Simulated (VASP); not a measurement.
# HfO2 (I4/mmm) in VASP: a series of runs

HfO2 is run at these levels: PBE; tasks: relaxation of the atoms.

All numbers are computed with VASP 6.6.1; they aren't measurements. Logs are shortened: lines on timing, memory, paths and dates and some standing lists are left out, and cuts for length are marked.

### Step 1. The cell of the first run

It takes space group I4/mmm (No. 139, tetragonal). Conventional cell: a = 3.617 Å, b = 3.617 Å, c = 5.064 Å, α = 90.00°, β = 90.00°, γ = 90.00°. Hf (site symmetry 4/mmm) has 8 O at 2.21 Å within 2.9 Å. O (site symmetry -4m2) has 4 Hf at 2.21 Å and 6 O at 2.53 to 2.56 Å within 2.9 Å.

### Step 2. Relaxation of the atoms, PBE (z stretched by -1 %)

Contents of INCAR:

```
PREC = Accurate
ENCUT = 520
EDIFF = 1E-6
ISMEAR = -1
SIGMA = 0.02
LREAL = False
LASPH = True
NELM = 100
ALGO = Normal
ISIF = 2
LWAVE = False
LCHARG = False
GGA = PE
IBRION = 2
NSW = 80
EDIFFG = -0.02
```

Contents of KPOINTS:

```
Automatic mesh
0
Gamma
  10 10 10
```

Contents of POSCAR:

```
HfO2
1.0
    0.0000000000      2.5575000000      2.5319250000
    2.5575000000      0.0000000000      2.5319250000
    2.5575000000      2.5575000000      0.0000000000
Hf O
1 2
Direct
    0.0000000000      0.0000000000      0.0000000000
    0.2500000000      0.2500000000      0.2500000000
    0.7500000000      0.7500000000      0.7500000000
```

Potentials or basis: VASP PAW PBE potentials, release 64 (Hf_pv, O).

Run with:

```
> cat potpaw_PBE.64/Hf_pv/POTCAR potpaw_PBE.64/O/POTCAR > POTCAR
> mpirun -np 1 vasp_std > vasp.out
```

OUTCAR:

```text
PREC = Accurate
   ENCUT = 520
   EDIFF = 1E-6
   ISMEAR = -1
   LREAL = False
   LASPH = True
   NELM = 100
   ISIF = 2
   GGA = PE
   IBRION = 2
   NSW = 80
   EDIFFG = -0.02

 ion  position               nearest neighbor table
   1  0.000  0.000  0.000-   3 2.21   3 2.21   3 2.21   2 2.21   3 2.21   2 2.21   2 2.21   2 2.21

   2  0.250  0.250  0.250-   1 2.21   1 2.21   1 2.21   1 2.21
   3  0.750  0.750  0.750-   1 2.21   1 2.21   1 2.21   1 2.21

  LATTYP: Found a body centered tetragonal cell.
 ALAT       =     3.6168511858
 C/A-ratio  =     1.4000714267

  Lattice vectors:

 A1 = (   0.0000000000,  -2.5575000000,  -2.5319250000)
 A2 = (   0.0000000000,   2.5575000000,  -2.5319250000)
 A3 = (   2.5575000000,   0.0000000000,   2.5319250000)

Analysis of symmetry for initial positions (statically):
=====================================================================
 Subroutine PRICEL returns:
 Original cell was already a primitive cell.

 Routine SETGRP: Setting up the symmetry group for a
 body centered tetragonal supercell.

 Subroutine GETGRP returns: Found 16 space group operations
 (whereof 16 operations were pure point group operations)
 out of a pool of 16 trial point group operations.

The static configuration has the point symmetry D_4h.

Analysis of symmetry for dynamics (positions and initial velocities):
=====================================================================
 Subroutine PRICEL returns:
 Original cell was already a primitive cell.

 Routine SETGRP: Setting up the symmetry group for a
 body centered tetragonal supercell.

 Subroutine GETGRP returns: Found 16 space group operations
 (whereof 16 operations were pure point group operations)
 out of a pool of 16 trial point group operations.

The dynamic configuration has the point symmetry D_4h.

 Subroutine INISYM returns: Found 16 space group operations
 (whereof 16 operations are pure point group operations),
 and found     1 'primitive' translations

----------------------------------------------------------------------------------------

                                     Primitive cell

  volume of cell :      33.1217

  direct lattice vectors                    reciprocal lattice vectors
     0.000000000  2.557500000  2.531925000    -0.195503421  0.195503421  0.197478203
     2.557500000  0.000000000  2.531925000     0.195503421 -0.195503421  0.197478203
     2.557500000  2.557500000  0.000000000     0.195503421  0.195503421 -0.197478203

  length of vectors
     3.598812367  3.598812367  3.616851186     0.339765826  0.339765826  0.339765826

  position of ions in fractional coordinates (direct lattice)
     0.000000000  0.000000000  0.000000000
     0.250000000  0.250000000  0.250000000
     0.750000000  0.750000000  0.750000000

  ion indices of the primitive-cell ions
   primitive index   ion index
                 1           1
                 2           2
                 3           3

----------------------------------------------------------------------------------------

 KPOINTS: Automatic mesh

Automatic generation of k-mesh.
 Grid dimensions read from file:
 generate k-points for:   10   10   10

 Generating k-lattice:

  Cartesian coordinates                     Fractional coordinates (reciprocal lattice)
    -0.019550342  0.019550342  0.019747820     0.100000000  0.000000000  0.000000000
     0.019550342 -0.019550342  0.019747820     0.000000000  0.100000000  0.000000000
     0.019550342  0.019550342 -0.019747820     0.000000000  0.000000000  0.100000000

  Length of vectors
     0.033976583  0.033976583  0.033976583

  Shift w.r.t. Gamma in fractional coordinates (k-lattice)
     0.000000000  0.000000000  0.000000000

 Subroutine IBZKPT returns following result:
 ===========================================

 Found    102 irreducible k-points:

 Following reciprocal coordinates:
            Coordinates               Weight
  0.000000  0.000000  0.000000      1.000000
  0.100000 -0.000000  0.000000      8.000000
  0.200000 -0.000000  0.000000      8.000000
  0.300000  0.000000  0.000000      8.000000
  0.400000 -0.000000  0.000000      8.000000
  0.500000 -0.000000  0.000000      4.000000
[... 16 lines left out ...]
  0.300000  0.300000  0.000000      2.000000
  0.400000  0.300000  0.000000      8.000000
 [... further k-points ...]
   k-points           NKPTS =    102   k-points in BZ     NKDIM =    102   number of bands    NBANDS=     15
   number of dos      NEDOS =    301   number of ions     NIONS =      3
   total plane-waves  NPLWV =  21952
   dimension x,y,z NGX =    28 NGY =   28 NGZ =   28
   dimension x,y,z NGXF=    56 NGYF=   56 NGZF=   56
   ions per type =               1   2
   NGX,Y,Z   is equivalent  to a cutoff of  12.93, 12.93, 12.87 a.u.
   NGXF,Y,Z  is equivalent  to a cutoff of  25.87, 25.87, 25.74 a.u.
 SYSTEM =  unknown system
   PREC   = accura    normal or accurate (medium, high low for compatibility)
[... 72 lines left out ...]
      8      -1.0982      2.00000
      9       3.4968      2.00000
     10       3.4968      2.00000
     11       3.6303      2.00000
     12       7.9280      0.00000
     13       8.0241      0.00000
     14       9.8499      0.00000
     15      14.3497      0.00000

 k-point     2 :       0.1000   -0.0000    0.0000
  band No.  band energies     occupation
      1     -25.6664      2.00000
      2     -25.6318      2.00000
      3     -25.6272      2.00000
      4     -14.3604      2.00000
      5     -11.6463      2.00000
      6      -1.0090      2.00000
      7      -1.0037      2.00000
      8      -0.8386      2.00000
      9       3.2152      2.00000
     10       3.3127      2.00000
     11       3.4177      2.00000
     12       8.1227      0.00000
     13       8.2092      0.00000
     14      10.2654      0.00000
     15      13.8914      0.00000

 k-point     3 :       0.2000   -0.0000    0.0000
  band No.  band energies     occupation
      1     -25.7698      2.00000
      2     -25.6432      2.00000
      3     -25.6392      2.00000
      4     -14.0208      2.00000
      5     -11.9001      2.00000
      6      -0.7519      2.00000
      7      -0.7488      2.00000
      8      -0.1642      2.00000
      9       2.5464      2.00000
     10       2.9176      2.00000
     11       2.9962      2.00000
     12       8.5048      0.00000
     13       8.5614      0.00000
     14      11.0074      0.00000
     15      13.1733      0.00000

 k-point     4 :       0.3000    0.0000    0.0000
  band No.  band energies     occupation
      1     -25.8929      2.00000
      2     -25.6570      2.00000
      3     -25.6541      2.00000
      4     -13.6188      2.00000
      5     -12.1460      2.00000
      6      -0.4381      2.00000
      7      -0.4186      2.00000
      8       0.6343      2.00000
      9       1.8382      2.00000
     10       2.5601      2.00000
     11       2.6129      2.00000
     12       8.7460      0.00000
     13       8.7576      0.00000
     14      10.9844      0.00000
     15      13.4397      0.00000
[... 307 lines left out ...]
 k-point    22 :      -0.2000    0.2000    0.0000
  band No.  band energies     occupation
      1     -25.8694      2.00000
      2     -25.7351      2.00000
      3     -25.6537      2.00000
      4     -13.4398      2.00000
      5     -12.2463      2.00000
      6      -0.7260      2.00000
      7      -0.0259      2.00000
      8       1.1150      2.00000
      9       1.2308      2.00000
     10       1.7793      2.00000
     11       3.6157      2.00000
     12       8.4085      0.00000
     13       9.1504      0.00000
     14      11.3623      0.00000
     15      12.2489      0.00000

 k-point    23 :       0.3000    0.3000    0.0000
  band No.  band energies     occupation
      1     -25.9152      2.00000
      2     -25.6994      2.00000
      3     -25.6994      2.00000
      4     -13.1939      2.00000
      5     -12.4320      2.00000
      6      -0.6054      2.00000
      7      -0.1940      2.00000
      8      -0.1940      2.00000
      9       1.9604      2.00000
     10       3.3061      2.00000
     11       3.3061      2.00000
     12       8.4648      0.00000
     13       8.9047      0.00000
     14      12.5188      0.00000
     15      12.5434      0.00000

 k-point    24 :       0.4000    0.3000    0.0000
  band No.  band energies     occupation
      1     -25.9680      2.00000
      2     -25.7279      2.00000
      3     -25.7130      2.00000
      4     -12.8803      2.00000
      5     -12.5830      2.00000
      6      -1.1916      2.00000
      7       0.0986      2.00000
      8       0.1073      2.00000
      9       2.7691      2.00000
     10       3.0141      2.00000
     11       3.0312      2.00000
     12       8.3773      0.00000
     13       9.1340      0.00000
     14      11.7616      0.00000
     15      12.1631      0.00000

 [... further k-points ...]

------------------------ aborting loop because EDIFF is reached ----------------------------------------

  FORCE on cell =-STRESS in cart. coord.  units (eV):
  Direction    XX          YY          ZZ          XY          YZ          ZX
  --------------------------------------------------------------------------------------
  -------------------------------------------------------------------------------------
  Total       -1.0747023     -1.0747023     -0.1232419      0.0000000     -0.0000000     -0.0000000
  in kB      -51.9860291    -51.9860291     -5.9615192      0.0000000     -0.0000000     -0.0000000
  external PRESSURE =     -36.6445258 kB  Pullay stress =       0.0000000 kB

 VOLUME and BASIS-vectors are now :
 -----------------------------------------------------------------------------
  energy-cutoff  :      520.00
  volume of cell :       33.12
      direct lattice vectors                 reciprocal lattice vectors
     0.000000000  2.557500000  2.531925000    -0.195503421  0.195503421  0.197478203
     2.557500000  0.000000000  2.531925000     0.195503421 -0.195503421  0.197478203
     2.557500000  2.557500000  0.000000000     0.195503421  0.195503421 -0.197478203

 POSITION                                       TOTAL-FORCE (eV/Angst)
 -----------------------------------------------------------------------------------
      0.00000      0.00000      0.00000         0.000000      0.000000      0.000000
      1.27875      1.27875      1.26596         0.000000      0.000000      0.000000
      3.83625      3.83625      3.79789        -0.000000     -0.000000     -0.000000
 -----------------------------------------------------------------------------------
    total drift:                                0.000000      0.000000      0.000000

  FREE ENERGIE OF THE ION-ELECTRON SYSTEM (eV)
  ---------------------------------------------------
  free  energy   TOTEN  =       -30.2400248140 eV

  energy  without entropy=      -30.2400248140  energy(sigma->0) =      -30.24002481

 reached required accuracy - stopping structural energy minimisation
```

It took 28 s on 1 thread of Intel Xeon Platinum 8488C (Sapphire Rapids), shared host; peak memory 0.19 GiB.

Results:

```
Free energy             : -30.2400 eV
Pressure after relaxing : -3.7 GPa
Band gap on the k mesh  : 3.68 eV, indirect (the least direct gap lies 1.2 meV higher)
```

Stress tensor (GPa, compression positive):
```
-5.20  0.00  0.00
 0.00 -5.20  0.00
 0.00  0.00 -0.60
```

Final structure:
```
Hf O
1.0
     0.00000    2.55750    2.53193
     2.55750    0.00000    2.53193
     2.55750    2.55750    0.00000
Hf O
1 2
Direct
  0.00000 0.00000 0.00000
  0.25000 0.25000 0.25000
  0.75000 0.75000 0.75000
```

Levels at points of the mesh, in eV from the valence-band top:
```
           k point  band 8  band 9  band 10  band 11  band 12  band 13  band 14  band 15
(0.00, 0.00, 0.00)   -5.31   -0.72    -0.72    -0.58     3.72     3.81     5.64    10.14
(0.50, 0.00, 0.00)   -3.09   -2.76    -1.89    -1.88     4.45     4.50     6.75     8.94
(0.50, 0.50, 0.00)   -3.50   -1.60    -1.60     0.00     3.68     5.34     6.51     7.98
(0.50, 0.00, 0.50)   -3.46   -1.64    -1.47    -0.11     3.68     5.34     6.36     7.88
```

Caveat: the cell differs from its parent crystal (z stretched by -1 %); the relaxation stopped at its first step, so nothing moved; spin-orbit coupling is left out, which moves the levels of the heavy elements. A k mesh can miss the band edges.

### Step 3. Relaxation of the atoms, PBE (z stretched by +1 %)

Contents of INCAR:

```
SYSTEM = HfO2
PREC     = Accurate       ! precision mode
ENCUT    = 520            ! plane-wave cutoff, eV
EDIFF    = 1E-6           ! SCF threshold, eV
ISMEAR   = -1             ! smearing method
SIGMA    = 0.02           ! smearing width, eV
LREAL    = .FALSE.        ! projectors in reciprocal space
LASPH    = .TRUE.         ! aspherical terms in the spheres
NELM     = 80             ! most SCF steps
ALGO     = Normal         ! electronic algorithm
ISIF     = 2              ! what is computed and relaxed
LWAVE    = .FALSE.        ! write WAVECAR
LCHARG   = .FALSE.        ! write CHGCAR
GGA      = PE             ! functional
IBRION   = 2              ! ionic algorithm
NSW      = 80             ! ionic steps
EDIFFG   = -0.02          ! ionic threshold
```

Contents of KPOINTS:

```
Automatic mesh
0
G
  10 10 10
  0 0 0
```

Contents of POSCAR:

```
HfO2
1.0
    0.0000000000      2.5575000000      2.5830750000
    2.5575000000      0.0000000000      2.5830750000
    2.5575000000      2.5575000000      0.0000000000
Hf O
1 2
Direct
    0.0000000000      0.0000000000      0.0000000000
    0.2500000000      0.2500000000      0.2500000000
    0.7500000000      0.7500000000      0.7500000000
```

Potentials or basis: VASP PAW PBE potentials, release 64 (Hf_pv, O).

Run with:

```
> cat potpaw_PBE.64/Hf_pv/POTCAR potpaw_PBE.64/O/POTCAR > POTCAR
> mpirun -np 1 vasp_std > vasp.out
```

Run time: 28 s. Hardware: 1 thread of Intel Xeon Platinum 8488C (Sapphire Rapids), shared host; peak memory 0.19 GiB.

It converged, with:

```yaml
Free_energy: -30.2161 eV
Pressure_after_relaxing: -8.2 GPa
Band_gap_on_the_k_mesh: 3.66 eV, direct
```

Stress tensor (GPa, compression positive):
```
 -6.71   0.00   0.00
  0.00  -6.71   0.00
  0.00   0.00 -11.16
```

Final structure:
```
CELL_PARAMETERS angstrom
0.00000 2.55750 2.58308
2.55750 0.00000 2.58308
2.55750 2.55750 0.00000
ATOMIC_POSITIONS crystal
Hf 0.00000 0.00000 0.00000
O 0.25000 0.25000 0.25000
O 0.75000 0.75000 0.75000
```

Levels at points of the mesh, in eV from the valence-band top:
```csv
k point,band 9,band 10,band 11,band 12,band 13,band 14
"(0.00, 0.00, 0.00)",-0.71,-0.58,-0.58,3.70,3.80,5.51
"(0.50, 0.00, 0.00)",-2.68,-1.83,-1.82,4.41,4.46,6.61
"(0.50, 0.50, 0.00)",-1.47,-1.47,-0.10,3.67,5.27,6.17
"(0.50, 0.00, 0.50)",-1.60,-1.43,0.00,3.66,5.28,6.32
```

Caveat: the cell differs from its parent crystal (z stretched by +1 %); the relaxation stopped at its first step, so nothing moved; spin-orbit coupling is left out, which moves the levels of the heavy elements. A k mesh can miss the band edges.

### Step 4. Relaxation of the atoms, PBE (z stretched by -3 %)

Contents of INCAR:

```
ALGO     = Normal         # electronic algorithm
EDIFF    = 1E-6           # SCF threshold, eV
EDIFFG   = -0.02          # ionic threshold
ENCUT    = 520            # plane-wave cutoff, eV
GGA      = PE             # functional
IBRION   = 2              # ionic algorithm
ISIF     = 2              # what is computed and relaxed
ISMEAR   = -1             # smearing method
LASPH    = True           # aspherical terms in the spheres
LCHARG   = False          # write CHGCAR
LREAL    = False          # projectors in reciprocal space
LWAVE    = False          # write WAVECAR
NELM     = 60             # most SCF steps
NSW      = 80             # ionic steps
PREC     = Accurate       # precision mode
SIGMA    = 0.02           # smearing width, eV
```

Contents of KPOINTS:

```
k-points
0
Gamma
  10 10 10
```

Contents of POSCAR:

```
HfO2
1.0
    0.0000000000      2.5575000000      2.4807750000
    2.5575000000      0.0000000000      2.4807750000
    2.5575000000      2.5575000000      0.0000000000
Hf O
1 2
Direct
    0.0000000000      0.0000000000      0.0000000000
    0.2500000000      0.2500000000      0.2500000000
    0.7500000000      0.7500000000      0.7500000000
```

Run with:

```
> cat potpaw_PBE.64/Hf_pv/POTCAR potpaw_PBE.64/O/POTCAR > POTCAR
> mpirun -np 1 vasp_std > vasp.out
```

It took 57 s on 1 thread of Oxide Virtual Turin-like, shared host; peak memory 0.16 GiB.

It converged, with:

```
Free energy             : -30.2178 eV
Pressure after relaxing : 1.4 GPa
Band gap on the k mesh  : 3.49 eV, indirect (least direct gap 3.57 eV)
```

Stress tensor (GPa, compression positive):
```
-3.35  0.00  0.00
 0.00 -3.35  0.00
 0.00  0.00 10.96
```

Final structure:
```
Hf O
1.0
     0.00000    2.55750    2.48077
     2.55750    0.00000    2.48077
     2.55750    2.55750    0.00000
Hf O
1 2
Direct
  0.00000 0.00000 0.00000
  0.25000 0.25000 0.25000
  0.75000 0.75000 0.75000
```

Levels at points of the mesh, in eV from the valence-band top:
```
           k point  band 7  band 8  band 9  band 10  band 11  band 12  band 13  band 14  band 15
(0.00, 0.00, 0.00)   -5.58   -5.58   -0.97    -0.97    -0.56     3.49     3.76     5.69    10.21
(0.50, 0.00, 0.00)   -4.48   -3.27   -2.97    -2.08    -2.04     4.32     4.45     6.77     8.83
(0.50, 0.50, 0.00)   -3.72   -3.72   -1.85    -1.85     0.00     3.57     5.29     6.74     8.08
(0.50, 0.00, 0.50)   -3.79   -3.60   -1.99    -1.44    -0.33     3.54     5.32     6.28     7.78
```

Caveat: the cell differs from its parent crystal (z stretched by -3 %); the relaxation stopped at its first step, so nothing moved; spin-orbit coupling is left out, which moves the levels of the heavy elements. A k mesh can miss the band edges.

### Step 5. Summary

| cell | gap on the mesh (eV) | pressure (GPa) |
| --- | --- | --- |
| atoms relaxed from a = 3.599, b = 3.599, c = 3.617 Å, angles 59.8, 59.8, 60.3°, 3 atoms | 3.68 | -3.7 |
| atoms relaxed from a = 3.635, b = 3.635, c = 3.617 Å, angles 60.2, 60.2, 59.7°, 3 atoms | 3.66 | -8.2 |
| atoms relaxed from a = 3.563, b = 3.563, c = 3.617 Å, angles 59.5, 59.5, 61.0°, 3 atoms | 3.49 | 1.4 |

Alike in all rows: task relaxation of the atoms; level PBE; potentials or basis VASP PAW PBE potentials, release 64 (Hf_pv, O); no spin polarisation; k mesh 10 × 10 × 10; cutoff (eV) 520; smearing fermi-dirac 0.02 eV.

Caveats: the relaxation stopped at its first step, so nothing moved; spin-orbit coupling is left out, which moves the levels of the heavy elements.

Absolute energies hang on the potentials; compare differences alone.
